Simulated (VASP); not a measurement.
The system is Cu.

```
Cu
1.0
     0.00000    1.80750    1.80750
     1.80750    0.00000    1.80750
     1.80750    1.80750    0.00000
Cu
1
Direct
  0.00000 0.00000 0.00000
```

Base run:

| Quantity | Value |
| --- | --- |
| Program | VASP 6.6.1 |
| Functional | PBE |
| Potentials or basis | VASP PAW PBE potentials, release 64 (Cu) |
| Cutoff | 600 eV |
| k mesh | 14 × 14 × 14 |
| Occupations | methfessel-paxton, width 0.05 eV |
| Spin | no spin polarisation |

Its results: band gap on the k mesh zero (an odd number of electrons rules out a gap without spin polarisation); pressure 2.4 GPa.

Question: The run is repeated on the same cell with these changes: functional from PBE to BLYP. What comes out?

Answer: Band gap on the k mesh zero (an odd number of electrons rules out a gap without spin polarisation); pressure 10.6 GPa.

BLYP binds less tightly than PBE, so the same cell stands under more pressure.

Caveats: the cell stands under pressure (at least some runs); the PAW data sets were made with another functional, which shifts forces and pressure a little (at least some runs).
